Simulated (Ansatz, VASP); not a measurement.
Two plane-wave programs on AlP

Contents of INCAR:

```
PREC = Accurate
ENCUT = 500
EDIFF = 1E-6
ISMEAR = 0
SIGMA = 0.1
LREAL = F
LASPH = T
NELM = 120
ALGO = Normal
ISIF = 2
LWAVE = F
LCHARG = F
GGA = PE
NBANDS = 11
GGA_COMPAT = F
```

File KPOINTS:

```
regular mesh
0
Gamma
  6 6 6
```

File POSCAR:

```
AlP
1.0
    0.0000000000      2.7350000000      2.7350000000
    2.7350000000      0.0000000000      2.7350000000
    2.7350000000      2.7350000000      0.0000000000
Al P
1 1
Direct
    0.0000000000      0.0000000000      0.0000000000
    0.2500000000      0.2500000000      0.2500000000
```

Input for Ansatz:

```yaml
crystal:
  lattice:
    - [0.0, 2.735, 2.735]
    - [2.735, 0.0, 2.735]
    - [2.735, 2.735, 0.0]
  atoms:
    - { symbol: Al, position: [0.0, 0.0, 0.0] }
    - { symbol: P, position: [0.25, 0.25, 0.25] }
basis:
  ecutwfc: 420
kpoints:
  mp_grid: { grid: [6, 6, 6] }
hamiltonian:
  xc: pbe
  pseudopotentials: { kind: paw, azcp: { folder: soft_1 } }
scf:
  occupations: { method: gaussian, width: 0.1 }
output:
  forces: true
  stress: true
  eigenvalues: true
```

Alike in both runs: task single point; functional PBE; k mesh 6 × 6 × 6; occupations gaussian, width 0.1 eV; no spin polarisation.

```csv
,VASP,Ansatz
version,VASP 6.6.1,Ansatz 0.2.0
potentials or method,"VASP PAW PBE potentials, release 64 (Al, P), cutoff 500 eV","scalar-relativistic, plane waves, PAW"
valence electrons in the cell,8,8
```

|  | VASP | Ansatz | Ansatz less VASP |
| --- | --- | --- | --- |
| gap on the k mesh at the Fermi level (eV) | 1.59 | 1.59 | +0.002 |
| least direct gap on the mesh (eV) | 3.26 | 3.26 | +0.003 |
| pressure (GPa) | 1.7 | 1.8 | +0.08 |
